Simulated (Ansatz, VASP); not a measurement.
**One calculation of CdS, two programs**

```
Cd S
1.0
     0.00000    2.75324    2.75324
     2.75324    0.00000    2.75324
     2.75324    2.75324    0.00000
Cd S
1 1
Cartesian
  0.0000 0.0000 0.0000
  2.7532 2.7532 2.7532
```

Alike in both runs: task relaxation of cell and atoms; functional r2SCAN; k mesh 6 × 6 × 6; occupations fermi-dirac, width 0.01 eV; no spin polarisation.

|  | VASP | Ansatz |
| --- | --- | --- |
| version | VASP 6.6.1 | Ansatz 0.2.0 |
| potentials or method | VASP PAW PBE potentials, release 64 (Cd, S) | plane waves, PAW |
| plane-wave cutoff (eV) | 600 | 500 |
| valence electrons in the cell | 18 | 26 |

```csv
,VASP,Ansatz,Ansatz less VASP
relaxed volume (Å³/atom),20.39,20.28,-0.102
relaxed cell length with the largest relative difference (Å),3.863,3.857,-0.0065
```

VASP's potentials were made for PBE, not for r2SCAN. VASP's potentials hold 18 valence electrons a cell and Ansatz's 26, so a difference there can come from the potentials and not from the codes. Ansatz's warnings: stress scf threshold loose.
